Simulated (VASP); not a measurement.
# MgO (P6_3mc) in VASP: notebook

The runs below take MgO through single point, relaxation of cell and atoms, with PBEsol.

All numbers are computed with VASP 6.6.1; they aren't measurements. Logs are shortened: lines on timing, memory, paths and dates and some standing lists are left out, and cuts for length are marked.

## 1. The cell of the first run

Symmetry: P6_3mc, No. 186, hexagonal system. Conventional cell: a = 3.303 Å, b = 3.303 Å, c = 5.020 Å, α = 90.00°, β = 90.00°, γ = 120.00°. Mg (site symmetry 3m) has 4 O at 1.98 to 1.99 Å within 2.6 Å. O (site symmetry 3m) has 4 Mg at 1.98 to 1.99 Å within 2.6 Å.

## 2. Single point, PBEsol

Contents of INCAR:

```
SYSTEM = MgO
ALGO = Normal
EDIFF = 1E-6
ENCUT = 520
GGA = PS
ISIF = 2
ISMEAR = 0
LASPH = .True.
LCHARG = .False.
LREAL = .False.
LWAVE = .False.
NBANDS = 16
NELM = 80
PREC = Accurate
SIGMA = 0.01
```

Contents of KPOINTS:

```
k-points
0
Gamma
  8 8 5
  0 0 0
```

Contents of POSCAR:

```
MgO
1.0
    3.3028328680     -0.0000000029      0.0000000000
   -1.6514164315      2.8603371696      0.0000000000
    0.0000000000      0.0000000000      5.0203401918
Mg O
2 2
Direct
    0.3333333333      0.6666666667      0.0037487078
    0.6666666667      0.3333333333      0.5037487078
    0.3333333333      0.6666666667      0.4008512915
    0.6666666667      0.3333333333      0.9008512915
```

Potentials or basis: VASP PAW PBE potentials, release 64 (Mg, O).

On the command line:

```sh
cat potpaw_PBE.64/Mg/POTCAR potpaw_PBE.64/O/POTCAR > POTCAR
mpirun -np 1 vasp_std > vasp.out
```

OUTCAR:

```text
SYSTEM = MgO
   EDIFF = 1E-6
   ENCUT = 520
   GGA = PS
   ISIF = 2
   ISMEAR = 0
   LASPH = .True.
   LREAL = .False.
   NELM = 80
   PREC = Accurate

 ion  position               nearest neighbor table
   1  0.333  0.667  0.004-   4 1.98   4 1.98   4 1.98   3 1.99   2 3.15   2 3.15   2 3.15   2 3.15
                             2 3.15   2 3.15
   2  0.667  0.333  0.504-   3 1.98   3 1.98   3 1.98   4 1.99   1 3.15   1 3.15   1 3.15   1 3.15
                             1 3.15   1 3.15
   3  0.333  0.667  0.401-   2 1.98   2 1.98   2 1.98   1 1.99
   4  0.667  0.333  0.901-   1 1.98   1 1.98   1 1.98   2 1.99

  LATTYP: Found a hexagonal cell.
 ALAT       =     3.3028328680
 C/A-ratio  =     1.5200103646

  Lattice vectors:

 A1 = (   3.3028328680,  -0.0000000029,   0.0000000000)
 A2 = (  -1.6514164315,   2.8603371696,   0.0000000000)
 A3 = (   0.0000000000,   0.0000000000,   5.0203401918)

Analysis of symmetry for initial positions (statically):
=====================================================================
 Subroutine PRICEL returns:
 Original cell was already a primitive cell.

 Routine SETGRP: Setting up the symmetry group for a
 hexagonal supercell.

 Subroutine GETGRP returns: Found 12 space group operations
 (whereof  6 operations were pure point group operations)
 out of a pool of 24 trial point group operations.

The static configuration has the point symmetry C_3v.
 The point group associated with its full space group is C_6v.

Analysis of symmetry for dynamics (positions and initial velocities):
=====================================================================
 Subroutine PRICEL returns:
 Original cell was already a primitive cell.

 Routine SETGRP: Setting up the symmetry group for a
 hexagonal supercell.

 Subroutine GETGRP returns: Found 12 space group operations
 (whereof  6 operations were pure point group operations)
 out of a pool of 24 trial point group operations.

The dynamic configuration has the point symmetry C_3v.
 The point group associated with its full space group is C_6v.

 Subroutine INISYM returns: Found 12 space group operations
 (whereof  6 operations are pure point group operations),
 and found     1 'primitive' translations

----------------------------------------------------------------------------------------

                                     Primitive cell

  volume of cell :      47.4282

  direct lattice vectors                    reciprocal lattice vectors
     3.302832868 -0.000000003  0.000000000     0.302770392  0.174804567  0.000000000
    -1.651416431  2.860337170  0.000000000     0.000000000  0.349609134  0.000000000
     0.000000000  0.000000000  5.020340192     0.000000000  0.000000000  0.199189689

  length of vectors
     3.302832868  3.302832868  5.020340192     0.349609134  0.349609134  0.199189689

  position of ions in fractional coordinates (direct lattice)
     0.333333333  0.666666667  0.003748708
     0.666666667  0.333333333  0.503748708
     0.333333333  0.666666667  0.400851291
     0.666666667  0.333333333  0.900851291

  ion indices of the primitive-cell ions
   primitive index   ion index
                 1           1
                 2           2
                 3           3
                 4           4

----------------------------------------------------------------------------------------

 KPOINTS: k-points

Automatic generation of k-mesh.
 Grid dimensions read from file:
 generate k-points for:    8    8    5

 Generating k-lattice:

  Cartesian coordinates                     Fractional coordinates (reciprocal lattice)
     0.037846299  0.021850571  0.000000000     0.125000000  0.000000000  0.000000000
     0.000000000  0.043701142  0.000000000     0.000000000  0.125000000  0.000000000
     0.000000000  0.000000000  0.039837938     0.000000000  0.000000000  0.200000000

  Length of vectors
     0.043701142  0.043701142  0.039837938

  Shift w.r.t. Gamma in fractional coordinates (k-lattice)
     0.000000000  0.000000000  0.000000000

 Subroutine IBZKPT returns following result:
 ===========================================

 Found     30 irreducible k-points:

 Following reciprocal coordinates:
            Coordinates               Weight
  0.000000  0.000000  0.000000      1.000000
  0.125000 -0.000000  0.000000      6.000000
  0.250000 -0.000000  0.000000      6.000000
  0.375000 -0.000000  0.000000      6.000000
  0.500000 -0.000000  0.000000      3.000000
  0.125000  0.125000  0.000000      6.000000
[... 16 lines left out ...]
  0.250000 -0.000000  0.400000     12.000000
  0.375000 -0.000000  0.400000     12.000000
 [... further k-points ...]
   k-points           NKPTS =     30   k-points in BZ     NKDIM =     30   number of bands    NBANDS=     16
   number of dos      NEDOS =    301   number of ions     NIONS =      4
   total plane-waves  NPLWV =  31360
   dimension x,y,z NGX =    28 NGY =   28 NGZ =   40
   dimension x,y,z NGXF=    56 NGYF=   56 NGZF=   80
   ions per type =               2   2
   NGX,Y,Z   is equivalent  to a cutoff of  14.09, 14.09, 13.25 a.u.
   NGXF,Y,Z  is equivalent  to a cutoff of  28.19, 28.19, 26.49 a.u.
 SYSTEM =  MgO
   PREC   = accura    normal or accurate (medium, high low for compatibility)
   ISTART =      0    job   : 0-new  1-cont  2-samecut
   ICHARG =      2    charge: 1-file 2-atom 10-const
   ISPIN  =      1    spin polarized calculation?
   LNONCOLLINEAR =      F non collinear calculations
   LSORBIT =      F    spin-orbit coupling
   LASPH  =      T    aspherical Exc in radial PAW
   ENCUT  =  520.0 eV  38.22 Ry    6.18 a.u.   6.14  6.14  9.33*2*pi/ulx,y,z
   NELM   =     80;   NELMIN=  2; NELMDL= -5     # of ELM steps
   EDIFF  = 0.1E-05   stopping-criterion for ELM
   LREAL  =      F    real-space projection
   EDIFFG = 0.1E-04   stopping-criterion for IOM
   NSW    =      0    number of steps for IOM
   IBRION =     -1    ionic relax: 0-MD 1-quasi-New 2-CG
   NFREE  =      0    steps in history (QN), initial steepest desc. (CG)
   ISIF   =      2    stress and relaxation
   ISYM   =      2    0-nonsym 1-usesym 2-fastsym
   POTIM  = 0.5000    time-step for ionic-motion
   TEBEG  =    0.0;   TEEND  =   0.0 temperature during run
   PSTRESS=    0.0 pullay stress
   NELECT =      16.0000    total number of electrons
   NUPDOWN=      -1.0000    fix difference up-down
   EMIN   =  10.00;   EMAX   =-10.00  energy-range for DOS
   EFERMI =   0.00;   METHOD = LEGACY
   ISMEAR =     0;   SIGMA  =   0.01  broadening in eV -4-tet -1-fermi 0-gaus
   EFERMI_NEDOS =   21; number of points for ismear=-14 and -15
   IALGO  =     38    algorithm
   IMIX   =      4    mixing-type and parameters
     AMIX     =   0.40;   BMIX     =  1.00
     AMIX_MAG =   1.60;   BMIX_MAG =  1.00
  volume/ion in A,a.u.               =      11.86        80.02
  Fermi-wavevector in a.u.,A,eV,Ry     =   1.139644  2.153615 17.671086  1.298788
  Thomas-Fermi vector in A             =   2.276347
   LORBIT       =      0    0 simple, 1 ext, 2 COOP (PROOUT), +10 PAW based schemes
   GGA     = PS    functional components
   LHFCALC =     F    Hartree Fock is set to
   AEXX    =    0.0000 exact exchange contribution
   IVDW    =     0    specifies the selected vdW correction
   LEPSILON=     F    determine dielectric tensor
   LRPA    =     F    only Hartree local field effects (RPA)
 non-spin polarized calculation
 Gauss-broadening in eV      SIGMA  =   0.01
  energy-cutoff  :      520.00
  volume of cell :       47.43
 maximum number of plane-waves:      1288
 NGX is ok and might be reduce to    28
   NGX = 13   NGY = 13   NGZ = 19

 number of electron      15.9999997 magnetization

 Free energy of the ion-electron system (eV)
  ---------------------------------------------------
  ext. energy  EPLUGINS =         0.00000000
  ---------------------------------------------------
  free energy    TOTEN  =       -24.55049084 eV

  energy without entropy =      -24.55049084  energy(sigma->0) =      -24.55049084

 E-fermi :   1.1058     XC(G=0):  -9.9588

 val. band max:        0.9695132837   @ k =   0.0000   0.0000   0.0000
 cond. band min:       4.3272458655   @ k =   0.0000   0.0000   0.0000
 fundamental gap:      3.3577325819
 Fermi energy:         1.1057880578

 k-point     1 :       0.0000    0.0000    0.0000
  band No.  band energies     occupation
      1     -15.1767      2.00000
      2     -14.3686      2.00000
      3      -2.3308      2.00000
      4       0.2394      2.00000
      5       0.2394      2.00000
      6       0.5676      2.00000
[... 8 lines left out ...]
     15      17.3540      0.00000
     16      17.3540      0.00000

 k-point     2 :       0.1250   -0.0000    0.0000
  band No.  band energies     occupation
      1     -15.0983      2.00000
      2     -14.3418      2.00000
      3      -2.1777      2.00000
      4      -0.1579      2.00000
      5       0.1188      2.00000
      6       0.1380      2.00000
[... 8 lines left out ...]
     15      16.8819      0.00000
     16      17.1399      0.00000

 k-point     3 :       0.2500   -0.0000    0.0000
  band No.  band energies     occupation
      1     -14.8932      2.00000
      2     -14.2864      2.00000
      3      -1.7551      2.00000
      4      -1.0975      2.00000
      5      -0.5153      2.00000
      6      -0.0621      2.00000
[... 8 lines left out ...]
     15      15.7338      0.00000
     16      16.2565      0.00000

 k-point     4 :       0.3750   -0.0000    0.0000
  band No.  band energies     occupation
      1     -14.6504      2.00000
      2     -14.2590      2.00000
      3      -1.8672      2.00000
      4      -1.1874      2.00000
      5      -1.0039      2.00000
      6      -0.2321      2.00000
[... 8 lines left out ...]
     15      15.1274      0.00000
     16      16.6289      0.00000
[... 324 lines left out ...]
 k-point    22 :       0.1250   -0.0000    0.4000
  band No.  band energies     occupation
      1     -14.8484      2.00000
      2     -14.6151      2.00000
      3      -1.5128      2.00000
      4      -0.8208      2.00000
      5       0.1604      2.00000
      6       0.2823      2.00000
[... 8 lines left out ...]
     15      15.5857      0.00000
     16      15.9204      0.00000

 k-point    23 :       0.2500   -0.0000    0.4000
  band No.  band energies     occupation
      1     -14.6877      2.00000
      2     -14.5001      2.00000
      3      -1.6838      2.00000
      4      -1.3882      2.00000
      5      -0.0721      2.00000
      6       0.1363      2.00000
[... 8 lines left out ...]
     15      15.7523      0.00000
     16      16.0495      0.00000

 k-point    24 :       0.3750   -0.0000    0.4000
  band No.  band energies     occupation
      1     -14.5114      2.00000
      2     -14.3902      2.00000
      3      -2.0656      2.00000
      4      -1.8509      2.00000
      5      -0.0414      2.00000
      6       0.0032      2.00000
[... 8 lines left out ...]
     15      15.7188      0.00000
     16      16.2128      0.00000

 [... further k-points ...]

------------------------ aborting loop because EDIFF is reached ----------------------------------------

  FORCE on cell =-STRESS in cart. coord.  units (eV):
  Direction    XX          YY          ZZ          XY          YZ          ZX
  --------------------------------------------------------------------------------------
  -------------------------------------------------------------------------------------
  Total       -0.0877885     -0.0877885     -0.0741542      0.0000000      0.0000000      0.0000000
  in kB       -2.9655923     -2.9655923     -2.5050100      0.0000000      0.0000000      0.0000000
  external PRESSURE =      -2.8120649 kB  Pullay stress =       0.0000000 kB

 VOLUME and BASIS-vectors are now :
 -----------------------------------------------------------------------------
  energy-cutoff  :      520.00
  volume of cell :       47.43
      direct lattice vectors                 reciprocal lattice vectors
     3.302832868 -0.000000003  0.000000000     0.302770392  0.174804567  0.000000000
    -1.651416431  2.860337170  0.000000000     0.000000000  0.349609134  0.000000000
     0.000000000  0.000000000  5.020340192     0.000000000  0.000000000  0.199189689

 POSITION                                       TOTAL-FORCE (eV/Angst)
 -----------------------------------------------------------------------------------
      0.00000      1.90689      0.01882        -0.000000      0.000000      0.000378
      1.65142      0.95345      2.52899         0.000000     -0.000000      0.000378
      0.00000      1.90689      2.01241         0.000000     -0.000000     -0.000378
      1.65142      0.95345      4.52258        -0.000000      0.000000     -0.000378
 -----------------------------------------------------------------------------------
    total drift:                               -0.000000      0.000000      0.001514

  FREE ENERGIE OF THE ION-ELECTRON SYSTEM (eV)
  ---------------------------------------------------
  free  energy   TOTEN  =       -24.5504908375 eV

  energy  without entropy=      -24.5504908375  energy(sigma->0) =      -24.55049084
```

Wall time 39 s (1 thread of Intel Xeon 8259CL, shared host); peak memory 0.18 GiB.

What came out:

```yaml
Free_energy: -24.5505 eV
Pressure: -0.3 GPa
Band_gap_on_the_k_mesh: 3.36 eV
```

Caveat: the PAW data sets were made with another functional, which shifts forces and pressure a little.

## 3. Relaxation of cell and atoms, PBEsol

This run uses another cell than the first one, of 11.80 Å³/atom.

Contents of INCAR:

```
ALGO = Normal ; EDIFF = 1E-7
EDIFFG = -0.01 ; ENCUT = 600
GGA = PS ; IBRION = 2
ISIF = 3 ; ISMEAR = 0
LASPH = T ; LCHARG = F
LREAL = F ; LWAVE = F
NELM = 100 ; NSW = 80
PREC = Accurate ; SIGMA = 0.01
```

Contents of KPOINTS:

```
k-points
0
Gamma
  8 8 5
```

Contents of POSCAR:

```
MgO
1.0
    3.3077869900      0.0000000000      0.0000000000
   -1.6538934900      2.8646275600      0.0000000000
    0.0000000000      0.0000000000      4.9828816700
Mg O
2 2
Direct
    0.3333333286      0.6666666713      0.0021597402
    0.6666666684      0.3333333287      0.5021597392
    0.3333333286      0.6666666713      0.4024402590
    0.6666666684      0.3333333287      0.9024402600
```

Potentials or basis: VASP PAW PBE potentials, release 64 (Mg, O).

On the command line:

```sh
cat potpaw_PBE.64/Mg/POTCAR potpaw_PBE.64/O/POTCAR > POTCAR
mpirun -np 1 vasp_std > vasp.out
```

It took 38 s on 1 thread of Intel Xeon 8259CL, shared host; peak memory 0.18 GiB.

The run converged. Its results:

| Property | Result |
| --- | --- |
| Free energy | -24.5557 eV |
| Pressure after relaxing | -0.1 GPa |
| Largest force after relaxing | 0.010 eV/Å |
| Band gap on the k mesh | 3.34 eV |

Forces on the atoms (eV/Å):
```
Mg   0.000  0.000  0.010
Mg   0.000  0.000  0.010
O    0.000  0.000 -0.010
O    0.000  0.000 -0.010
```

Final structure:
```
Mg O
1.0
     3.30779    0.00000    0.00000
    -1.65389    2.86463    0.00000
     0.00000    0.00000    4.98288
Mg O
2 2
Direct
  0.33333 0.66667 0.00216
  0.66667 0.33333 0.50216
  0.33333 0.66667 0.40244
  0.66667 0.33333 0.90244
```

Levels at points of the mesh, in eV from the valence-band top:
| k point | band 4 | band 5 | band 6 | band 7 | band 8 | band 9 | band 10 | band 11 | band 12 |
| --- | --- | --- | --- | --- | --- | --- | --- | --- | --- |
| (0.00, 0.00, 0.00) | -0.80 | -0.80 | -0.45 | -0.45 | 0.00 | 3.34 | 8.40 | 10.22 | 13.95 |
| (0.50, 0.00, 0.00) | -2.23 | -1.79 | -1.33 | -0.85 | -0.52 | 7.61 | 7.94 | 9.10 | 10.63 |

Caveat: the relaxation stopped at its first step, so nothing moved; the PAW data sets were made with another functional, which shifts forces and pressure a little.
